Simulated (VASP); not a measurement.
Here is a VASP 6.6.1 calculation.

The input INCAR:

```
ALGO = Normal
EDIFF = 1E-6
ENCUT = 520
GGA = PE
ISIF = 2
ISMEAR = 0
IVDW = 12
LASPH = True
LCHARG = False
LREAL = False
LWAVE = False
NBANDS = 10
NELM = 60
PREC = Accurate
SIGMA = 0.1
```

File KPOINTS:

```
k-points
0
Gamma
  21 21 10
```

File POSCAR:

```
Al
1.0
    2.4452694001      0.0000000000      0.0000000000
   -1.2226347001      2.1176654196      0.0000000000
    0.0000000000      0.0000000000      3.9800462256
Al
2
Direct
    0.6666666667      0.3333333333      0.7500000000
    0.3333333333      0.6666666667      0.2500000000
```

Potentials or basis: VASP PAW PBE potentials, release 64 (Al).

The run is started by

```bash
$ cat potpaw_PBE.64/Al/POTCAR > POTCAR
$ mpirun -np 1 vasp_std > vasp.out
```

(1) What does it give for the pressure?

(2) What does it give for the band gap on the k mesh?

(3) What does it give for the dispersion energy per atom?

Results:

(1) 90.2 GPa.

(2) zero (bands 3 and 4 overlap by 9.04 eV).

(3) -0.548 eV.

Caveat: the cell stands under pressure.
